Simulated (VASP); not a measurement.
Here is a VASP 6.6.1 calculation.

Contents of INCAR:

```
ALGO     = Normal         # electronic algorithm
EDIFF    = 1E-6           # SCF threshold, eV
ENCUT    = 600            # plane-wave cutoff, eV
GGA      = PE             # functional
GGA_COMPAT= F            
ISIF     = 2              # what is computed and relaxed
ISMEAR   = 0              # smearing method
LASPH    = T              # aspherical terms in the spheres
LCHARG   = F              # write CHGCAR
LREAL    = F              # projectors in reciprocal space
LWAVE    = F              # write WAVECAR
NBANDS   = 11             # bands
NELM     = 120            # most SCF steps
PREC     = Accurate       # precision mode
SIGMA    = 0.01           # smearing width, eV
```

File KPOINTS:

```
k-points
0
Gamma
  6 6 6
```

Contents of POSCAR:

```
MgSe
1.0
    0.0000000000      2.7546907340      2.7546907340
    2.7546907340      0.0000000000      2.7546907340
    2.7546907340      2.7546907340      0.0000000000
Mg Se
1 1
Direct
    0.0000000000      0.0000000000      0.0000000000
    0.5000000000      0.5000000000      0.5000000000
```

Potentials or basis: VASP PAW PBE potentials, release 64 (Mg, Se).

Launch:

```sh
$ cat potpaw_PBE.64/Mg/POTCAR potpaw_PBE.64/Se/POTCAR > POTCAR
$ mpirun -np 1 vasp_std > vasp.out
```

Estimate the pressure.

-0.1 GPa.

What does it give for the band gap on the k mesh?

1.74 eV, indirect (least direct gap 2.38 eV).

A k mesh can miss the band edges.
